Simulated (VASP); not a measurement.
# GaP (F-43m) in VASP: single point with LDA

Aim: the single point of GaP with LDA.

Everything below comes from runs of VASP 6.6.1. Logs are shortened: lines on timing, memory, paths and dates and some standing lists are left out, and cuts for length are marked.

## (1) The cell of the first run

Symmetry: F-43m, No. 216, cubic system. Conventional cell: a = 5.391 Å, b = 5.391 Å, c = 5.391 Å, α = 90.00°, β = 90.00°, γ = 90.00°. Ga (site symmetry -43m) has 4 P at 2.33 Å within 3.1 Å. Within 3.1 Å of P (site symmetry -43m) lie 4 Ga at 2.33 Å.

## (2) Single point, LDA

Contents of INCAR:

```
SYSTEM = GaP
ALGO     = Normal         ! electronic algorithm
EDIFF    = 1E-6           ! SCF threshold, eV
ENCUT    = 500            ! plane-wave cutoff, eV
GGA_COMPAT= .FALSE.      
ISIF     = 2              ! what is computed and relaxed
ISMEAR   = 0              ! smearing method
LASPH    = .TRUE.         ! aspherical terms in the spheres
LCHARG   = .FALSE.        ! write CHGCAR
LREAL    = .FALSE.        ! projectors in reciprocal space
LWAVE    = .FALSE.        ! write WAVECAR
NBANDS   = 16             ! bands
NELM     = 120            ! most SCF steps
PREC     = Accurate       ! precision mode
SIGMA    = 0.02           ! smearing width, eV
```

Contents of KPOINTS:

```
k-points
0
G
  10 10 10
  0 0 0
```

Contents of POSCAR:

```
GaP
1.0
    0.0000000000      2.6956550235      2.6956550235
    2.6956550235      0.0000000000      2.6956550235
    2.6956550235      2.6956550235      0.0000000000
Ga P
1 1
Direct
    0.0000000000      0.0000000000      0.0000000000
    0.2500000000      0.2500000000      0.2500000000
```

Potentials or basis: VASP PAW LDA potentials, release 64 (Ga_d, P).

On the command line:

```bash
$ cat potpaw_LDA.64/Ga_d/POTCAR potpaw_LDA.64/P/POTCAR > POTCAR
$ mpirun -np 1 vasp_std > vasp.out
```

OUTCAR:

```text
SYSTEM = GaP
   EDIFF = 1E-6
   ENCUT = 500
   ISIF = 2
   ISMEAR = 0
   LASPH = .TRUE.
   LREAL = .FALSE.
   NELM = 120
   PREC = Accurate

 ion  position               nearest neighbor table
   1  0.000  0.000  0.000-   2 2.33   2 2.33   2 2.33   2 2.33
   2  0.250  0.250  0.250-   1 2.33   1 2.33   1 2.33   1 2.33

  LATTYP: Found a face centered cubic cell.
 ALAT       =     5.3913100470

  Lattice vectors:

 A1 = (   0.0000000000,   2.6956550235,   2.6956550235)
 A2 = (   2.6956550235,   0.0000000000,   2.6956550235)
 A3 = (   2.6956550235,   2.6956550235,   0.0000000000)

Analysis of symmetry for initial positions (statically):
=====================================================================
 Subroutine PRICEL returns:
 Original cell was already a primitive cell.

 Routine SETGRP: Setting up the symmetry group for a
 face centered cubic supercell.

 Subroutine GETGRP returns: Found 24 space group operations
 (whereof 24 operations were pure point group operations)
 out of a pool of 48 trial point group operations.

The static configuration has the point symmetry T_d .

Analysis of symmetry for dynamics (positions and initial velocities):
=====================================================================
 Subroutine PRICEL returns:
 Original cell was already a primitive cell.

 Routine SETGRP: Setting up the symmetry group for a
 face centered cubic supercell.

 Subroutine GETGRP returns: Found 24 space group operations
 (whereof 24 operations were pure point group operations)
 out of a pool of 48 trial point group operations.

The dynamic configuration has the point symmetry T_d .

 Subroutine INISYM returns: Found 24 space group operations
 (whereof 24 operations are pure point group operations),
 and found     1 'primitive' translations

----------------------------------------------------------------------------------------

                                     Primitive cell

  volume of cell :      39.1763

  direct lattice vectors                    reciprocal lattice vectors
     0.000000000  2.695655024  2.695655024    -0.185483675  0.185483675  0.185483675
     2.695655024  0.000000000  2.695655024     0.185483675 -0.185483675  0.185483675
     2.695655024  2.695655024  0.000000000     0.185483675  0.185483675 -0.185483675

  length of vectors
     3.812231894  3.812231894  3.812231894     0.321267149  0.321267149  0.321267149

  position of ions in fractional coordinates (direct lattice)
     0.000000000  0.000000000  0.000000000
     0.250000000  0.250000000  0.250000000

  ion indices of the primitive-cell ions
   primitive index   ion index
                 1           1
                 2           2

----------------------------------------------------------------------------------------

 KPOINTS: k-points

Automatic generation of k-mesh.
 Grid dimensions read from file:
 generate k-points for:   10   10   10

 Generating k-lattice:

  Cartesian coordinates                     Fractional coordinates (reciprocal lattice)
    -0.018548367  0.018548367  0.018548367     0.100000000  0.000000000  0.000000000
     0.018548367 -0.018548367  0.018548367     0.000000000  0.100000000  0.000000000
     0.018548367  0.018548367 -0.018548367     0.000000000  0.000000000  0.100000000

  Length of vectors
     0.032126715  0.032126715  0.032126715

  Shift w.r.t. Gamma in fractional coordinates (k-lattice)
     0.000000000  0.000000000  0.000000000

 Subroutine IBZKPT returns following result:
 ===========================================

 Found     47 irreducible k-points:

 Following reciprocal coordinates:
            Coordinates               Weight
  0.000000  0.000000  0.000000      1.000000
  0.100000  0.000000  0.000000      8.000000
  0.200000  0.000000  0.000000      8.000000
  0.300000  0.000000  0.000000      8.000000
  0.400000  0.000000  0.000000      8.000000
  0.500000  0.000000  0.000000      4.000000
[... 16 lines left out ...]
  0.300000  0.300000  0.000000      6.000000
  0.400000  0.300000  0.000000     24.000000
 [... further k-points ...]
   k-points           NKPTS =     47   k-points in BZ     NKDIM =     47   number of bands    NBANDS=     16
   number of dos      NEDOS =    301   number of ions     NIONS =      2
   total plane-waves  NPLWV =  21952
   dimension x,y,z NGX =    28 NGY =   28 NGZ =   28
   dimension x,y,z NGXF=    56 NGYF=   56 NGZF=   56
   ions per type =               1   1
   NGX,Y,Z   is equivalent  to a cutoff of  12.21, 12.21, 12.21 a.u.
   NGXF,Y,Z  is equivalent  to a cutoff of  24.42, 24.42, 24.42 a.u.
 SYSTEM =  GaP
   PREC   = accura    normal or accurate (medium, high low for compatibility)
   ISTART =      0    job   : 0-new  1-cont  2-samecut
   ICHARG =      2    charge: 1-file 2-atom 10-const
   ISPIN  =      1    spin polarized calculation?
   LNONCOLLINEAR =      F non collinear calculations
   LSORBIT =      F    spin-orbit coupling
   LASPH  =      T    aspherical Exc in radial PAW
   ENCUT  =  500.0 eV  36.75 Ry    6.06 a.u.   6.95  6.95  6.95*2*pi/ulx,y,z
   NELM   =    120;   NELMIN=  2; NELMDL= -5     # of ELM steps
   EDIFF  = 0.1E-05   stopping-criterion for ELM
   LREAL  =      F    real-space projection
   EDIFFG = 0.1E-04   stopping-criterion for IOM
   NSW    =      0    number of steps for IOM
   IBRION =     -1    ionic relax: 0-MD 1-quasi-New 2-CG
   NFREE  =      0    steps in history (QN), initial steepest desc. (CG)
   ISIF   =      2    stress and relaxation
   ISYM   =      2    0-nonsym 1-usesym 2-fastsym
   POTIM  = 0.5000    time-step for ionic-motion
   TEBEG  =    0.0;   TEEND  =   0.0 temperature during run
   PSTRESS=    0.0 pullay stress
   NELECT =      18.0000    total number of electrons
   NUPDOWN=      -1.0000    fix difference up-down
   EMIN   =  10.00;   EMAX   =-10.00  energy-range for DOS
   EFERMI =   0.00;   METHOD = LEGACY
   ISMEAR =     0;   SIGMA  =   0.02  broadening in eV -4-tet -1-fermi 0-gaus
   EFERMI_NEDOS =   21; number of points for ismear=-14 and -15
   IALGO  =     38    algorithm
   IMIX   =      4    mixing-type and parameters
     AMIX     =   0.40;   BMIX     =  1.00
     AMIX_MAG =   1.60;   BMIX_MAG =  1.00
  volume/ion in A,a.u.               =      19.59       132.19
  Fermi-wavevector in a.u.,A,eV,Ry     =   1.263256  2.387208 21.712390  1.595816
  Thomas-Fermi vector in A             =   2.396622
   LORBIT       =      0    0 simple, 1 ext, 2 COOP (PROOUT), +10 PAW based schemes
   GGA     = CA    functional components
   LHFCALC =     F    Hartree Fock is set to
   AEXX    =    0.0000 exact exchange contribution
   IVDW    =     0    specifies the selected vdW correction
   LEPSILON=     F    determine dielectric tensor
   LRPA    =     F    only Hartree local field effects (RPA)
 non-spin polarized calculation
 Gauss-broadening in eV      SIGMA  =   0.02
  energy-cutoff  :      500.00
  volume of cell :       39.18
 maximum number of plane-waves:      1010
   NGX = 13   NGY = 13   NGZ = 13

 number of electron      17.9999998 magnetization

 Free energy of the ion-electron system (eV)
  ---------------------------------------------------
  ext. energy  EPLUGINS =         0.00000000
  ---------------------------------------------------
  free energy    TOTEN  =       -10.45298300 eV

  energy without entropy =      -10.45298300  energy(sigma->0) =      -10.45298300

 E-fermi :   4.9856     XC(G=0): -10.3111

 val. band max:        4.8471163593   @ k =   0.0000   0.0000   0.0000
 cond. band min:       6.2480820444   @ k =   0.4000   0.4000   0.0000
 fundamental gap:      1.4009656851
 Fermi energy:         4.9855528410

 k-point     1 :       0.0000    0.0000    0.0000
  band No.  band energies     occupation
      1      -9.9172      2.00000
      2      -9.9172      2.00000
      3      -9.9172      2.00000
      4      -9.8088      2.00000
      5      -9.8088      2.00000
      6      -7.9131      2.00000
[... 8 lines left out ...]
     15      14.6919      0.00000
     16      14.6919      0.00000

 k-point     2 :       0.1000    0.0000    0.0000
  band No.  band energies     occupation
      1      -9.9268      2.00000
      2      -9.9138      2.00000
      3      -9.9138      2.00000
      4      -9.8089      2.00000
      5      -9.8089      2.00000
      6      -7.7774      2.00000
[... 8 lines left out ...]
     15      14.1766      0.00000
     16      14.1766      0.00000

 k-point     3 :       0.2000    0.0000    0.0000
  band No.  band energies     occupation
      1      -9.9502      2.00000
      2      -9.9055      2.00000
      3      -9.9055      2.00000
      4      -9.8084      2.00000
      5      -9.8084      2.00000
      6      -7.3833      2.00000
[... 8 lines left out ...]
     15      13.7246      0.00000
     16      14.8089      0.00000

 k-point     4 :       0.3000    0.0000    0.0000
  band No.  band energies     occupation
      1      -9.9765      2.00000
      2      -9.8971      2.00000
      3      -9.8971      2.00000
      4      -9.8060      2.00000
      5      -9.8060      2.00000
      6      -6.7766      2.00000
[... 8 lines left out ...]
     15      14.1492      0.00000
     16      14.4259      0.00000

 k-point     5 :       0.4000    0.0000    0.0000
  band No.  band energies     occupation
      1      -9.9962      2.00000
      2      -9.8918      2.00000
      3      -9.8918      2.00000
      4      -9.8024      2.00000
      5      -9.8024      2.00000
      6      -6.0888      2.00000
[... 8 lines left out ...]
     15      15.4226      0.00000
     16      15.4226      0.00000

 k-point     6 :       0.5000    0.0000    0.0000
  band No.  band energies     occupation
      1     -10.0035      2.00000
      2      -9.8902      2.00000
      3      -9.8902      2.00000
      4      -9.8006      2.00000
      5      -9.8006      2.00000
      6      -5.7199      2.00000
[... 8 lines left out ...]
     15      16.6184      0.00000
     16      16.6184      0.00000

 k-point     7 :       0.1000    0.1000    0.0000
  band No.  band energies     occupation
      1      -9.9332      2.00000
      2      -9.9106      2.00000
      3      -9.9106      2.00000
      4      -9.8117      2.00000
      5      -9.8065      2.00000
      6      -7.7323      2.00000
[... 8 lines left out ...]
     15      14.3825      0.00000
     16      14.8516      0.00000

 k-point     8 :       0.2000    0.1000    0.0000
  band No.  band energies     occupation
      1      -9.9520      2.00000
      2      -9.9039      2.00000
      3      -9.9023      2.00000
      4      -9.8143      2.00000
      5      -9.8043      2.00000
      6      -7.4245      2.00000
[... 8 lines left out ...]
     15      14.6891      0.00000
     16      15.4065      0.00000

 k-point     9 :       0.3000    0.1000    0.0000
  band No.  band energies     occupation
      1      -9.9746      2.00000
      2      -9.8967      2.00000
      3      -9.8933      2.00000
      4      -9.8144      2.00000
      5      -9.8017      2.00000
      6      -6.8855      2.00000
[... 8 lines left out ...]
     15      14.9059      0.00000
     16      15.3774      0.00000
[... 172 lines left out ...]
 k-point    19 :       0.5000    0.2000    0.0000
  band No.  band energies     occupation
      1     -10.0089      2.00000
      2      -9.8816      2.00000
      3      -9.8732      2.00000
      4      -9.8183      2.00000
      5      -9.7970      2.00000
      6      -5.5097      2.00000
[... 8 lines left out ...]
     15      16.6571      0.00000
     16      17.5459      0.00000

 k-point    20 :      -0.4000    0.2000    0.0000
  band No.  band energies     occupation
      1     -10.0072      2.00000
      2      -9.8836      2.00000
      3      -9.8750      2.00000
      4      -9.8114      2.00000
      5      -9.8027      2.00000
      6      -5.3974      2.00000
[... 8 lines left out ...]
     15      14.9270      0.00000
     16      17.2892      0.00000

 k-point    21 :      -0.3000    0.2000    0.0000
  band No.  band energies     occupation
      1      -9.9974      2.00000
      2      -9.8864      2.00000
      3      -9.8813      2.00000
      4      -9.8094      2.00000
      5      -9.8064      2.00000
      6      -5.9165      2.00000
[... 8 lines left out ...]
     15      15.8338      0.00000
     16      17.6820      0.00000

 k-point    22 :      -0.2000    0.2000    0.0000
  band No.  band energies     occupation
      1      -9.9821      2.00000
      2      -9.8914      2.00000
      3      -9.8908      2.00000
      4      -9.8128      2.00000
      5      -9.8043      2.00000
      6      -6.5702      2.00000
[... 8 lines left out ...]
     15      16.1912      0.00000
     16      16.9436      0.00000

 k-point    23 :       0.3000    0.3000    0.0000
  band No.  band energies     occupation
      1     -10.0059      2.00000
      2      -9.8712      2.00000
      3      -9.8712      2.00000
      4      -9.8337      2.00000
      5      -9.7930      2.00000
      6      -6.3866      2.00000
[... 8 lines left out ...]
     15      16.0551      0.00000
     16      18.6636      0.00000

 k-point    24 :       0.4000    0.3000    0.0000
  band No.  band energies     occupation
      1     -10.0184      2.00000
      2      -9.8650      2.00000
      3      -9.8625      2.00000
      4      -9.8367      2.00000
      5      -9.7907      2.00000
      6      -5.8350      2.00000
[... 8 lines left out ...]
     15      16.7278      0.00000
     16      18.6882      0.00000

 [... further k-points ...]

------------------------ aborting loop because EDIFF is reached ----------------------------------------

  FORCE on cell =-STRESS in cart. coord.  units (eV):
  Direction    XX          YY          ZZ          XY          YZ          ZX
  --------------------------------------------------------------------------------------
  -------------------------------------------------------------------------------------
  Total        0.0182991      0.0182991      0.0182991     -0.0000000     -0.0000000      0.0000000
  in kB        0.7483721      0.7483721      0.7483721     -0.0000000     -0.0000000      0.0000000
  external PRESSURE =       0.7483721 kB  Pullay stress =       0.0000000 kB

 VOLUME and BASIS-vectors are now :
 -----------------------------------------------------------------------------
  energy-cutoff  :      500.00
  volume of cell :       39.18
      direct lattice vectors                 reciprocal lattice vectors
     0.000000000  2.695655024  2.695655024    -0.185483675  0.185483675  0.185483675
     2.695655024  0.000000000  2.695655024     0.185483675 -0.185483675  0.185483675
     2.695655024  2.695655024  0.000000000     0.185483675  0.185483675 -0.185483675

 POSITION                                       TOTAL-FORCE (eV/Angst)
 -----------------------------------------------------------------------------------
      0.00000      0.00000      0.00000         0.000000      0.000000      0.000000
      1.34783      1.34783      1.34783        -0.000000     -0.000000     -0.000000
 -----------------------------------------------------------------------------------
    total drift:                                0.000000      0.000000      0.000000

  FREE ENERGIE OF THE ION-ELECTRON SYSTEM (eV)
  ---------------------------------------------------
  free  energy   TOTEN  =       -10.4529829963 eV

  energy  without entropy=      -10.4529829963  energy(sigma->0) =      -10.45298300
```

Run time: 13 s. Hardware: 1 thread of Intel Xeon Platinum 8559C (Emerald Rapids), shared host; peak memory 0.15 GiB.

Results:

| Property | Result |
| --- | --- |
| Free energy | -10.4530 eV |
| Pressure | 0.1 GPa |
| Band gap on the k mesh | 1.40 eV (least direct gap 1.91 eV) |
